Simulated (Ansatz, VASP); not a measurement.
GaAs: VASP beside Ansatz

```
Ga As
1.0
    -2.87231    2.87231    0.00000
     0.00000    0.00000    5.74461
     2.87231    2.87231    0.00000
Ga As
2 2
Direct
  0.00000 0.00000 0.00000
  0.50000 0.50000 0.50000
  0.00000 0.25000 0.50000
  0.50000 0.75000 0.00000
```

Alike in both runs: task single point; functional PBE; k mesh 8 × 5 × 8; occupations fermi-dirac, width 0.02 eV; no spin polarisation.

|  | VASP | Ansatz |
| --- | --- | --- |
| version | VASP 6.6.1 | Ansatz 0.2.0 |
| potentials or method | VASP PAW PBE potentials, release 64 (Ga_d, As), cutoff 520 eV | all-electron LAPW, scalar-relativistic |

|  | VASP | Ansatz | Ansatz less VASP |
| --- | --- | --- | --- |
| pressure (GPa) | 0.2 | 0.0 | -0.15 |

Ansatz ran all-electron here, and VASP with PAW potentials.
